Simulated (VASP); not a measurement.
# Fe (P6_3/mmc) in VASP: a series of runs, part 2 of 2

VASP 6.6.1. The steps go on from the part before.

### 3 Single point, PBE (11.03 Å³/atom)

This run uses another cell than the first one, of 11.03 Å³/atom.

The input, INCAR:

```
ALGO = Normal ; EDIFF = 1E-6
ENCUT = 520 ; GGA = PE
ISIF = 2 ; ISMEAR = -1
LASPH = True ; LCHARG = False
LREAL = False ; LWAVE = False
NBANDS = 15 ; NELM = 80
PREC = Accurate ; SIGMA = 0.1
```

The input, KPOINTS:

```
k-points
0
Gamma
  24 24 13
```

The input, POSCAR:

```
Fe
1.0
    2.5255152776      0.0000000000      0.0000000000
   -1.2627576388      2.1871603880      0.0000000000
    0.0000000000      0.0000000000      3.9937266153
Fe
2
Direct
    0.3333333333      0.6666666667      0.2500000000
    0.6666666667      0.3333333333      0.7500000000
```

Potentials or basis: VASP PAW PBE potentials, release 64 (Fe).

On the command line:

```bash
> cat potpaw_PBE.64/Fe/POTCAR > POTCAR
> mpirun -np 1 vasp_std > vasp.out
```

OUTCAR:

```text
EDIFF = 1E-6
   ENCUT = 520
   GGA = PE
   ISIF = 2
   ISMEAR = -1
   LASPH = True
   LREAL = False
   NELM = 80
   PREC = Accurate

 ion  position               nearest neighbor table
   1  0.333  0.667  0.250-   2 2.47   2 2.47   2 2.47   2 2.47   2 2.47   2 2.47
   2  0.667  0.333  0.750-   1 2.47   1 2.47   1 2.47   1 2.47   1 2.47   1 2.47

  LATTYP: Found a hexagonal cell.
 ALAT       =     2.5255152776
 C/A-ratio  =     1.5813512002

  Lattice vectors:

 A1 = (   2.5255152776,   0.0000000000,   0.0000000000)
 A2 = (  -1.2627576388,   2.1871603880,   0.0000000000)
 A3 = (   0.0000000000,   0.0000000000,   3.9937266153)

Analysis of symmetry for initial positions (statically):
=====================================================================
 Subroutine PRICEL returns:
 Original cell was already a primitive cell.

 Routine SETGRP: Setting up the symmetry group for a
 hexagonal supercell.

 Subroutine GETGRP returns: Found 24 space group operations
 (whereof 12 operations were pure point group operations)
 out of a pool of 24 trial point group operations.

The static configuration has the point symmetry D_3d.
 The point group associated with its full space group is D_6h.

Analysis of symmetry for dynamics (positions and initial velocities):
=====================================================================
 Subroutine PRICEL returns:
 Original cell was already a primitive cell.

 Routine SETGRP: Setting up the symmetry group for a
 hexagonal supercell.

 Subroutine GETGRP returns: Found 24 space group operations
 (whereof 12 operations were pure point group operations)
 out of a pool of 24 trial point group operations.

The dynamic configuration has the point symmetry D_3d.
 The point group associated with its full space group is D_6h.

 Subroutine INISYM returns: Found 24 space group operations
 (whereof 12 operations are pure point group operations),
 and found     1 'primitive' translations

[... 123 lines left out ...]
   LEPSILON=     F    determine dielectric tensor
   LRPA    =     F    only Hartree local field effects (RPA)
 non-spin polarized calculation
  energy-cutoff  :      520.00
  volume of cell :       22.06
 maximum number of plane-waves:       609
 NGX is ok and might be reduce to    20
   NGX =  9   NGY =  9   NGZ = 15

 number of electron      16.0000009 magnetization

 Free energy of the ion-electron system (eV)
  ---------------------------------------------------
  ext. energy  EPLUGINS =         0.00000000
  ---------------------------------------------------
  free energy    TOTEN  =       -16.24355926 eV

  energy without entropy =      -16.14438319  energy(sigma->0) =      -16.19397123

 E-fermi :   6.0368     XC(G=0): -13.3341

 val. band max:        6.0353586006   @ k =   0.2083   0.0000   0.3846
 cond. band min:       6.0385353250   @ k =   0.0833   0.0000   0.3846
 fundamental gap:      0.0031767244
 Fermi energy:         6.0368157636

 k-point     1 :       0.0000    0.0000    0.0000
  band No.  band energies     occupation
      1      -2.4162      2.00000
      2       1.5697      2.00000
      3       4.5797      2.00000
      4       4.5797      2.00000
      5       4.6869      2.00000
      6       4.9892      1.99994
      7       4.9892      1.99994
      8       5.2906      1.99885
      9       5.2906      1.99885
     10       6.5673      0.00989
     11       6.6738      0.00342
     12       6.6738      0.00342
     13      14.0423      0.00000
     14      27.3016      0.00000
[... 401 lines left out ...]
      2       2.0674      2.00000
      3       2.3563      2.00000
      4       4.1039      2.00000
      5       4.3017      2.00000
      6       4.6742      2.00000
      7       5.0878      1.99985
      8       6.7634      0.00140
      9       6.9222      0.00029
     10       6.9811      0.00016
     11       8.4157      0.00000
     12      10.6254      0.00000
     13      16.5555      0.00000
     14      17.2480      0.00000
     15      19.7535      0.00000

 [... further k-points ...]

------------------------ aborting loop because EDIFF is reached ----------------------------------------

  FORCE on cell =-STRESS in cart. coord.  units (eV):
  Direction    XX          YY          ZZ          XY          YZ          ZX
  --------------------------------------------------------------------------------------
  -------------------------------------------------------------------------------------
  Total       -2.5588461     -2.5588461     -2.6604805      0.0000000      0.0000000      0.0000000
  in kB     -185.8428208   -185.8428208   -193.2242828      0.0000000      0.0000000      0.0000000
  external PRESSURE =    -188.3033081 kB  Pullay stress =       0.0000000 kB

 VOLUME and BASIS-vectors are now :
 -----------------------------------------------------------------------------
  energy-cutoff  :      520.00
  volume of cell :       22.06
      direct lattice vectors                 reciprocal lattice vectors
     2.525515278  0.000000000  0.000000000     0.395958801  0.228606920  0.000000000
    -1.262757639  2.187160388  0.000000000     0.000000000  0.457213840  0.000000000
     0.000000000  0.000000000  3.993726615     0.000000000  0.000000000  0.250392702

 POSITION                                       TOTAL-FORCE (eV/Angst)
 -----------------------------------------------------------------------------------
     -0.00000      1.45811      0.99843        -0.000000     -0.000000      0.000000
      1.26276      0.72905      2.99529         0.000000      0.000000      0.000000
 -----------------------------------------------------------------------------------
    total drift:                               -0.000000      0.000000     -0.000000

  FREE ENERGIE OF THE ION-ELECTRON SYSTEM (eV)
  ---------------------------------------------------
  free  energy   TOTEN  =       -16.2435592585 eV

  energy  without entropy=      -16.1443831938  energy(sigma->0) =      -16.19397123
```

Run time: 52 s. Hardware: 1 thread of Intel Xeon 6975P-C (Granite Rapids), shared host; peak memory 0.23 GiB.

Results:

```yaml
Free_energy: -16.2436 eV
Pressure: -18.8 GPa
Band_gap_on_the_k_mesh: zero (bands 8 and 9 overlap by 1.67 eV)
```

Caveat: the cell stands under tension; the run has no spin polarisation, though such a crystal can be magnetic. Spin polarisation is off, so any magnetic state and its effect on volume and gap are missing.

### 4 Single point, PBE (11.44 Å³/atom)

This run uses another cell than the first one, of 11.44 Å³/atom.

The input, INCAR:

```
PREC = Accurate ; ENCUT = 520
EDIFF = 1E-6 ; ISMEAR = -1
SIGMA = 0.1 ; LREAL = False
LASPH = True ; NELM = 100
ALGO = Normal ; ISIF = 2
LWAVE = False ; LCHARG = True
GGA = PE ; LELF = True
LVHAR = True ; NBANDS = 15
```

The input, KPOINTS:

```
regular mesh
0
Gamma
  24 24 13
```

The input, POSCAR:

```
Fe
1.0
    2.5563172800      0.0000000000      0.0000000000
   -1.2781586400      2.2138357046      0.0000000000
    0.0000000000      0.0000000000      4.0424353989
Fe
2
Direct
    0.3333333333      0.6666666667      0.2500000000
    0.6666666667      0.3333333333      0.7500000000
```

Potentials or basis: VASP PAW PBE potentials, release 64 (Fe).

On the command line:

```bash
> cat potpaw_PBE.64/Fe/POTCAR > POTCAR
> mpirun -np 1 vasp_std > vasp.out
```

OUTCAR:

```text
PREC = Accurate
   ENCUT = 520
   EDIFF = 1E-6
   ISMEAR = -1
   LREAL = False
   LASPH = True
   NELM = 100
   ISIF = 2
   GGA = PE

 ion  position               nearest neighbor table
   1  0.333  0.667  0.250-   2 2.50   2 2.50   2 2.50   2 2.50   2 2.50   2 2.50
   2  0.667  0.333  0.750-   1 2.50   1 2.50   1 2.50   1 2.50   1 2.50   1 2.50

  LATTYP: Found a hexagonal cell.
 ALAT       =     2.5563172800
 C/A-ratio  =     1.5813512002

  Lattice vectors:

[... 619 lines left out ...]
 [... further k-points ...]

------------------------ aborting loop because EDIFF is reached ----------------------------------------

  FORCE on cell =-STRESS in cart. coord.  units (eV):
  Direction    XX          YY          ZZ          XY          YZ          ZX
  --------------------------------------------------------------------------------------
  -------------------------------------------------------------------------------------
  Total       -3.5519265     -3.5519265     -3.6938994     -0.0000000      0.0000000      0.0000000
  in kB     -248.7547156   -248.7547155   -258.6976080     -0.0000000      0.0000000      0.0000000
  external PRESSURE =    -252.0690130 kB  Pullay stress =       0.0000000 kB

 VOLUME and BASIS-vectors are now :
 -----------------------------------------------------------------------------
  energy-cutoff  :      520.00
  volume of cell :       22.88
      direct lattice vectors                 reciprocal lattice vectors
     2.556317280  0.000000000  0.000000000     0.391187748  0.225852352  0.000000000
    -1.278158640  2.213835705  0.000000000     0.000000000  0.451704703  0.000000000
     0.000000000  0.000000000  4.042435399     0.000000000  0.000000000  0.247375629

 POSITION                                       TOTAL-FORCE (eV/Angst)
 -----------------------------------------------------------------------------------
     -0.00000      1.47589      1.01061         0.000000     -0.000000      0.000000
      1.27816      0.73795      3.03183        -0.000000      0.000000      0.000000
 -----------------------------------------------------------------------------------
    total drift:                                0.000000     -0.000000     -0.000000

  FREE ENERGIE OF THE ION-ELECTRON SYSTEM (eV)
  ---------------------------------------------------
  free  energy   TOTEN  =       -16.1305566553 eV

  energy  without entropy=      -16.0250234914  energy(sigma->0) =      -16.07779007
```

stdout:

```text
POSCAR found type information on POSCAR Fe
 POSCAR found :  1 types and       2 ions
 scaLAPACK will be used
 LDA part: xc-table for (Slater+PW92), standard interpolation
 POSCAR, INCAR and KPOINTS ok, starting setup
 FFT: planning ... GRIDC
 FFT: planning ... GRID_SOFT
 FFT: planning ... GRID
 WAVECAR not read
 entering main loop
```

Wall time 53 s (1 thread of Intel Xeon 6975P-C (Granite Rapids), shared host); peak memory 0.23 GiB.

Results:

- Free energy: -16.1306 eV
- Pressure: -25.2 GPa
- Band gap on the k mesh: zero (bands 8 and 9 overlap by 1.58 eV)

Caveat: the cell stands under tension; the run has no spin polarisation, though such a crystal can be magnetic.

### 5 Overview

```csv
cell,gap on the mesh (eV),pressure (GPa)
"a = 2.494, b = 2.494, c = 3.944 Å, angles 90.0, 90.0, 120.0°, 2 atoms",none,-10.8
"a = 2.526, b = 2.526, c = 3.994 Å, angles 90.0, 90.0, 120.0°, 2 atoms",none,-18.8
"a = 2.556, b = 2.556, c = 4.042 Å, angles 90.0, 90.0, 120.0°, 2 atoms",none,-25.2
```

Alike in all rows: task single point; level PBE; potentials or basis VASP PAW PBE potentials, release 64 (Fe); no spin polarisation; k mesh 24 × 24 × 13; cutoff (eV) 520; smearing fermi-dirac 0.1 eV.

Caveats: the cell stands under tension; the run has no spin polarisation, though such a crystal can be magnetic.

Absolute energies hang on the potentials; compare differences alone.
